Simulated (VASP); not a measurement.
Set up this calculation in VASP 6.6.1, as the native input.

```
Task                   : single point
Functional             : PBE
Potentials or basis    : VASP PAW PBE potentials, release 64 (Hg)
Cutoff                 : 520 eV
k mesh                 : 15 × 15 × 15
Occupations            : fermi-dirac, width 0.05 eV
Spin                   : no spin polarisation
Dipole correction      : no
Further INCAR settings : ALGO = Normal; EDIFF = 1e-06; NBANDS = 12
```

The structure of Hg lies in POSCAR:

```
Hg
1.0
   -1.9468057421      1.9468057421      1.9468057421
    1.9468057421     -1.9468057421      1.9468057421
    1.9468057421      1.9468057421     -1.9468057421
Hg
1
Direct
    0.0000000000      0.0000000000      0.0000000000
```

The input as run:

INCAR

```
  PREC = Accurate
  ENCUT = 520
  EDIFF = 1E-6
  ISMEAR = -1
  SIGMA = 0.05
  LREAL = False
  LASPH = True
  NELM = 100
  ALGO = Normal
  ISIF = 2
  LWAVE = False
  LCHARG = False
  GGA = PE
  NBANDS = 12
```

KPOINTS

```
regular mesh
0
Gamma
  15 15 15
```

Potentials or basis: VASP PAW PBE potentials, release 64 (Hg).

Command:

```sh
$ cat potpaw_PBE.64/Hg/POTCAR > POTCAR
$ mpirun -np 1 vasp_std > vasp.out
```

Results of the run:

```json
{
  "Pressure": "0.0 GPa",
  "Band gap on the k mesh": "zero (bands 6 and 7 overlap by 1.76 eV)"
}
```

Caveat: spin-orbit coupling is left out, which moves the levels of the heavy elements.

It took 15 s on 1 thread of Intel Xeon 6975P-C, on a shared host, peak memory 0.18 GiB.
